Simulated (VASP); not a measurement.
Wanted: the native input for a VASP 6.6.1 run.

* Task: single point
* Functional: PBE
* Potentials or basis: VASP PAW PBE potentials, release 64 (Be, Cd, S)
* Cutoff: 600 eV
* k mesh: 4 × 4 × 4
* Occupations: gaussian, width 0.1 eV
* Spin: no spin polarisation
* Dipole correction: no
* Further INCAR settings: ALGO = Normal; EDIFF = 1e-06; NBANDS = 24

The structure of Be3CdS2 lies in POSCAR:

```
Be3CdS2
1.0
    4.2489808800      0.0000000000      0.0000000000
    0.0000000000      4.2489808800      0.0000000000
    0.0000000000      0.0000000000      4.9635111000
Be Cd S
3 1 2
Direct
    0.0000000000      0.0000000000      0.0000000000
    0.0000000000      0.5000000000      0.5000000000
    0.5000000000      0.0000000000      0.5000000000
    0.5000000000      0.5000000000      0.0000000000
    0.0000000000      0.5000000000      0.0000000000
    0.5000000000      0.0000000000      0.0000000000
```

One way to write it, as run:

INCAR

```
ALGO = Normal
EDIFF = 1E-6
ENCUT = 600
GGA = PE
GGA_COMPAT = F
ISIF = 2
ISMEAR = 0
LASPH = T
LCHARG = F
LREAL = F
LWAVE = F
NBANDS = 24
NELM = 120
PREC = Accurate
SIGMA = 0.1
```

KPOINTS

```
k-points
0
Gamma
  4 4 4
```

Potentials or basis: VASP PAW PBE potentials, release 64 (Be, Cd, S).

The run is started by

```sh
$ cat potpaw_PBE.64/Be/POTCAR potpaw_PBE.64/Cd/POTCAR potpaw_PBE.64/S/POTCAR > POTCAR
$ mpirun -np 1 vasp_std > vasp.out
```

Results of the run:

```yaml
Pressure: 35.5 GPa
Band_gap_on_the_k_mesh: zero (band 15 reaches 7.64 eV, above the bottom of band 16 at 5.48 eV)
```

Caveat: the k points lie up to 0.37 Å⁻¹ apart.

Run time: 22 s on 1 thread of Intel(R) Xeon(R) 6975P-C (Granite Rapids) (shared host), peak memory 0.23 GiB.
